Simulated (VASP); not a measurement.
# Pt (Cmcm) in VASP: further runs, part 2 of 2

VASP 6.6.1. Earlier steps stand in the parts before.

### 3 Single point, PBEsol (strain +0.0400 x Voigt [1, -1, 0, 0, 0, 0])

Input file INCAR:

```
SYSTEM = Pt
PREC     = Accurate       ! precision mode
ENCUT    = 520            ! plane-wave cutoff, eV
EDIFF    = 1E-6           ! SCF threshold, eV
ISMEAR   = 0              ! smearing method
SIGMA    = 0.15           ! smearing width, eV
LREAL    = .FALSE.        ! projectors in reciprocal space
LASPH    = .TRUE.         ! aspherical terms in the spheres
NELM     = 100            ! most SCF steps
ALGO     = Fast           ! electronic algorithm
ISIF     = 2              ! what is computed and relaxed
LWAVE    = .FALSE.        ! write WAVECAR
LCHARG   = .FALSE.        ! write CHGCAR
GGA      = PS             ! functional
NBANDS   = 17             ! bands
```

Input file KPOINTS:

```
Automatic mesh
0
G
  18 18 10
  0 0 0
```

Input file POSCAR:

```
Pt
1.0
    2.8710922404      0.0000000000      0.0000000000
   -1.4355461202      2.2951742924      0.0000000000
    0.0000000000      0.0000000000      4.7921340000
Pt
2
Direct
    0.6666666667      0.3333333333      0.7500000000
    0.3333333333      0.6666666667      0.2500000000
```

Potentials or basis: VASP PAW PBE potentials, release 64 (Pt).

The run is started by

```bash
> cat potpaw_PBE.64/Pt/POTCAR > POTCAR
> mpirun -np 1 vasp_std > vasp.out
```

OUTCAR:

```text
SYSTEM = Pt
   PREC = Accurate
   ENCUT = 520
   EDIFF = 1E-6
   ISMEAR = 0
   LREAL = .FALSE.
   LASPH = .TRUE.
   NELM = 100
   ISIF = 2
   GGA = PS

 ion  position               nearest neighbor table
   1  0.667  0.333  0.750-   2 2.84   2 2.84   2 2.90   2 2.90   2 2.90   2 2.90
   2  0.333  0.667  0.250-   1 2.84   1 2.84   1 2.90   1 2.90   1 2.90   1 2.90

  Warning from LATTYP: Monoclinic adjustment (A1->A3, A2->A1, A3->A2)!
  LATTYP: Found a base centered orthorhombic cell.
 ALAT       =     2.8710922404
 B/A-ratio  =     1.5988161300
 C/A-ratio  =     1.6690978898

  Lattice vectors:

 A1 = (   1.4355461202,  -2.2951742924,   0.0000000000)
 A2 = (   1.4355461202,   2.2951742924,   0.0000000000)
 A3 = (   0.0000000000,   0.0000000000,   4.7921340000)

Analysis of symmetry for initial positions (statically):
=====================================================================
 Subroutine PRICEL returns:
 Original cell was already a primitive cell.

 Routine SETGRP: Setting up the symmetry group for a
 base centered orthorhombic supercell.

 Subroutine GETGRP returns: Found  8 space group operations
 (whereof  4 operations were pure point group operations)
 out of a pool of  8 trial point group operations.

The static configuration has the point symmetry C_2h.
 The point group associated with its full space group is D_2h.

Analysis of symmetry for dynamics (positions and initial velocities):
=====================================================================
 Subroutine PRICEL returns:
 Original cell was already a primitive cell.

 Routine SETGRP: Setting up the symmetry group for a
 base centered orthorhombic supercell.

 Subroutine GETGRP returns: Found  8 space group operations
 (whereof  4 operations were pure point group operations)
 out of a pool of  8 trial point group operations.

The dynamic configuration has the point symmetry C_2h.
 The point group associated with its full space group is D_2h.

 Subroutine INISYM returns: Found  8 space group operations
 (whereof  4 operations are pure point group operations),
 and found     1 'primitive' translations

[... 115 lines left out ...]
  volume/ion in A,a.u.               =      15.79       106.55
  Fermi-wavevector in a.u.,A,eV,Ry     =   1.405899  2.656765 26.892637  1.976553
  Thomas-Fermi vector in A             =   2.528314
   LORBIT       =      0    0 simple, 1 ext, 2 COOP (PROOUT), +10 PAW based schemes
   GGA     = PS    functional components
   LHFCALC =     F    Hartree Fock is set to
   AEXX    =    0.0000 exact exchange contribution
   IVDW    =     0    specifies the selected vdW correction
   LEPSILON=     F    determine dielectric tensor
   LRPA    =     F    only Hartree local field effects (RPA)
 non-spin polarized calculation
 RMM-DIIS sequential band-by-band and
 Gauss-broadening in eV      SIGMA  =   0.15
  energy-cutoff  :      520.00
  volume of cell :       31.58
 maximum number of plane-waves:       874
 NGX is ok and might be reduce to    24
   NGX = 11   NGY = 11   NGZ = 17

 number of electron      20.0000002 magnetization

 Free energy of the ion-electron system (eV)
  ---------------------------------------------------
  ext. energy  EPLUGINS =         0.00000000
  ---------------------------------------------------
  free energy    TOTEN  =       -13.71618790 eV

  energy without entropy =      -13.67206969  energy(sigma->0) =      -13.69412880

 E-fermi :  10.1919     XC(G=0): -13.3488

 val. band max:       10.1918168076   @ k =  -0.4444   0.0556   0.4000
 cond. band min:      10.1922219242   @ k =   0.3889   0.0556   0.5000
 fundamental gap:      0.0004051166
 Fermi energy:        10.1919255186

 k-point     1 :       0.0000    0.0000    0.0000
  band No.  band energies     occupation
      1       0.4430      2.00000
      2       3.1046      2.00000
      3       6.1013      2.00000
      4       6.2250      2.00000
      5       6.5047      2.00000
      6       7.5153      2.00000
[... 457 lines left out ...]
      4       5.9186      2.00000
      5       6.1850      2.00000
      6       7.5289      2.00000
[... 9 lines left out ...]
     16      26.4735      0.00000
     17      28.3218      0.00000

 [... further k-points ...]

------------------------ aborting loop because EDIFF is reached ----------------------------------------

  FORCE on cell =-STRESS in cart. coord.  units (eV):
  Direction    XX          YY          ZZ          XY          YZ          ZX
  --------------------------------------------------------------------------------------
  -------------------------------------------------------------------------------------
  Total       -2.9058998     -0.3295788     -2.4115858      0.0000000      0.0000000      0.0000000
  in kB     -147.4346128    -16.7216089   -122.3549450      0.0000000      0.0000000      0.0000000
  external PRESSURE =     -95.5037222 kB  Pullay stress =       0.0000000 kB

 VOLUME and BASIS-vectors are now :
 -----------------------------------------------------------------------------
  energy-cutoff  :      520.00
  volume of cell :       31.58
      direct lattice vectors                 reciprocal lattice vectors
     2.871092240  0.000000000  0.000000000     0.348299503  0.217848379  0.000000000
    -1.435546120  2.295174292  0.000000000     0.000000000  0.435696759  0.000000000
     0.000000000  0.000000000  4.792134000     0.000000000  0.000000000  0.208675300

 POSITION                                       TOTAL-FORCE (eV/Angst)
 -----------------------------------------------------------------------------------
      1.43555      0.76506      3.59410         0.000000      0.036390      0.000000
     -0.00000      1.53012      1.19803        -0.000000     -0.036390      0.000000
 -----------------------------------------------------------------------------------
    total drift:                               -0.000000      0.000000     -0.000000

  FREE ENERGIE OF THE ION-ELECTRON SYSTEM (eV)
  ---------------------------------------------------
  free  energy   TOTEN  =       -13.7161879040 eV

  energy  without entropy=      -13.6720696945  energy(sigma->0) =      -13.69412880
```

OSZICAR:

```text
N       E                     dE             d eps       ncg     rms          rms(c)
DAV:   1     0.100221633474E+03    0.10022E+03   -0.10485E+04 18604   0.113E+03
DAV:   2    -0.127298050590E+02   -0.11295E+03   -0.10735E+03 20010   0.244E+02
DAV:   3    -0.146117953555E+02   -0.18820E+01   -0.18553E+01 22881   0.312E+01
DAV:   4    -0.146215579191E+02   -0.97626E-02   -0.97603E-02 22118   0.234E+00
DAV:   5    -0.146216530336E+02   -0.95115E-04   -0.95114E-04 22813   0.242E-01    0.168E+01
RMM:   6    -0.137981487698E+02    0.82350E+00   -0.12305E+00 18591   0.820E+00    0.861E+00
RMM:   7    -0.137249352910E+02    0.73213E-01   -0.25295E-01 19212   0.373E+00    0.306E+00
RMM:   8    -0.137173758907E+02    0.75594E-02   -0.41136E-02 19288   0.156E+00    0.109E+00
RMM:   9    -0.137161566725E+02    0.12192E-02   -0.35772E-03 20548   0.446E-01    0.113E-01
RMM:  10    -0.137161900737E+02   -0.33401E-04   -0.39472E-04 20776   0.130E-01    0.924E-02
RMM:  11    -0.137161861875E+02    0.38862E-05   -0.48040E-05 20802   0.492E-02    0.197E-02
RMM:  12    -0.137161876514E+02   -0.14639E-05   -0.10229E-05 19694   0.197E-02    0.128E-03
RMM:  13    -0.137161879040E+02   -0.25261E-06   -0.21821E-06 14843   0.908E-03
   1 F= -.13716188E+02 E0= -.13694129E+02  d E =-.441182E-01
```

It took 2 min on 1 thread of AMD EPYC 9R45 (Zen 5), shared host; peak memory 0.32 GiB.

Results:

```yaml
Free_energy: -13.7162 eV
Pressure: -9.6 GPa
Largest_force: 0.036 eV/Å
Band_gap_on_the_k_mesh: zero (bands 10 and 11 overlap by 1.55 eV)
```

Forces on the atoms (eV/Å):
```
Pt   0.000  0.036  0.000
Pt   0.000 -0.036  0.000
```

Caveat: the cell differs from its parent crystal (strain +0.0400 x Voigt [1, -1, 0, 0, 0, 0]); the stress differs along the axes, from -15 to -2 GPa; the PAW data sets were made with another functional, which shifts forces and pressure a little; spin-orbit coupling is left out, which moves the levels of the heavy elements.
